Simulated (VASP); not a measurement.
Here is a VASP 6.6.1 calculation.

The input POSCAR:

```
BaTiO3
1.0
    4.0115744370      0.0000000000      0.0000000000
    0.0000000000      4.0115744370      0.0000000000
    0.0000000000      0.0000000000      4.1534800227
Ba Ti O
1 1 3
Direct
    0.0000000000      0.0000000000     -0.0044104995
    0.5000000000      0.5000000000      0.4774906576
    0.5000000000      0.5000000000      0.0346021831
    0.5000000000      0.0000000000      0.5176588294
    0.0000000000      0.5000000000      0.5176588294
```

File INCAR.step1:

```
  PREC = Accurate
  ENCUT = 600
  ISMEAR = 0
  SIGMA = 0.02
  LREAL = False
  LASPH = True
  NELM = 60
  GGA = PE
  ALGO = Normal
  EDIFF = 1E-4
  LWAVE = True
  LCHARG = False
```

Contents of INCAR.step2:

```
  PREC = Accurate
  ENCUT = 600
  EDIFF = 1E-6
  ISMEAR = 0
  SIGMA = 0.02
  LREAL = False
  LASPH = True
  NELM = 60
  ALGO = Normal
  ISIF = 4
  LWAVE = False
  LCHARG = False
  METAGGA = R2SCAN
  LMIXTAU = True
  IBRION = 2
  NSW = 50
  EDIFFG = -0.01
  ISTART = 1
```

The input KPOINTS:

```
regular mesh
0
Gamma
  8 8 8
```

Potentials or basis: VASP PAW PBE potentials, release 64 (Ba_sv, Ti_sv, O).

The run is started by

```bash
$ cat potpaw_PBE.64/Ba_sv/POTCAR potpaw_PBE.64/Ti_sv/POTCAR potpaw_PBE.64/O/POTCAR > POTCAR
$ cp INCAR.step1 INCAR
$ mpirun -np 1 vasp_std > vasp.out
$ cp INCAR.step2 INCAR
$ mpirun -np 1 vasp_std > vasp.out
```

Estimate the band gap on the k mesh.

2.17 eV (least direct gap 2.73 eV).

Forces on the atoms (eV/Å):
```
Ba   0.000  0.000 -0.001
Ti   0.000  0.000  0.005
O    0.000  0.000 -0.001
O    0.000  0.000 -0.001
O    0.000  0.000 -0.001
```

Caveat: the PAW data sets were made with another functional, which shifts forces and pressure a little; spin-orbit coupling is left out, which moves the levels of the heavy elements. A k mesh can miss the band edges.
